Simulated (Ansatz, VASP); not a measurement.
**Hf5Ta in VASP and in Ansatz**

Contents of INCAR:

```
SYSTEM = Hf5Ta
ALGO     = Normal         ! electronic algorithm
DIPOL    = 0.5 0.5 0.500
EDIFF    = 1E-6           ! SCF threshold, eV
ENCUT    = 520            ! plane-wave cutoff, eV
GGA      = PS             ! functional
IDIPOL   = 3            
ISIF     = 2              ! what is computed and relaxed
ISMEAR   = -1             ! smearing method
LASPH    = .TRUE.         ! aspherical terms in the spheres
LCHARG   = .FALSE.        ! write CHGCAR
LDIPOL   = .TRUE.       
LREAL    = .FALSE.        ! projectors in reciprocal space
LWAVE    = .FALSE.        ! write WAVECAR
NBANDS   = 40             ! bands
NELM     = 100            ! most SCF steps
PREC     = Accurate       ! precision mode
SIGMA    = 0.05           ! smearing width, eV
```

The input KPOINTS:

```
k-points
0
G
  10 7 1
  0 0 0
```

Contents of POSCAR:

```
Hf5Ta
1.0
    3.1588656729      0.0000000000      0.0000000000
    0.0000000000      4.9986711415      0.0000000000
    0.0000000000      0.0000000000     22.3832000000
Hf Ta
5 1
Direct
    0.7500000000      0.7500000000      0.3623767524
    0.2500000000      0.2500000000      0.4013869577
    0.7500000000      0.2500000000      0.5218038067
    0.7500000000      0.7500000000      0.5986130559
    0.2500000000      0.2500000000      0.6376232342
    0.2500000000      0.7500000000      0.4781961931
```

Input for Ansatz:

```yaml
crystal:
  lattice:
    - [3.1588656729, 0.0, 0.0]
    - [0.0, 4.9986711415, 0.0]
    - [0.0, 0.0, 22.3832]
  atoms:
    - { symbol: Hf, position: [0.75, 0.75, 0.3623767524] }
    - { symbol: Hf, position: [0.25, 0.25, 0.4013869577] }
    - { symbol: Ta, position: [0.25, 0.75, 0.4781961931] }
    - { symbol: Hf, position: [0.75, 0.25, 0.5218038067] }
    - { symbol: Hf, position: [0.75, 0.75, 0.5986130559] }
    - { symbol: Hf, position: [0.25, 0.25, 0.6376232342] }
kpoints:
  mp_grid: { grid: [10, 7, 1] }
scf:
  occupations: { method: fermi_dirac, width: 0.05 }
hamiltonian:
  xc: pbesol
  pseudopotentials: { kind: paw }
output:
  forces: true
  stress: true
  eigenvalues: true
efield:
  axis: 3
  amplitude: 0
  dipole_correction: true
```

Alike in both runs: task single point; functional PBEsol; k mesh 10 × 7 × 1; occupations fermi-dirac, width 0.05 eV; no spin polarisation.

```csv
,VASP,Ansatz
version,VASP 6.6.1,Ansatz 0.2.0
potentials or method,"VASP PAW PBE potentials, release 64 (Hf_pv, Ta_pv)","PAW with Ansatz's default frozen-core files, scalar-relativistic"
plane-wave cutoff (eV),520,420
valence electrons in the cell,61,143
```

VASP gave:

* rms of the force components (eV/Å): 0.272

**Question.** Which values does Ansatz return?

**Answer.** rms of the force components (eV/Å): 0.264.

VASP's potentials were made for PBE, not for PBEsol. With one functional, cell and mesh, what is left measures potentials, basis and numerics. VASP's potentials hold 61 valence electrons a cell and Ansatz's 143, so a difference there can come from the potentials and not from the codes.

Spin-orbit coupling is off throughout.
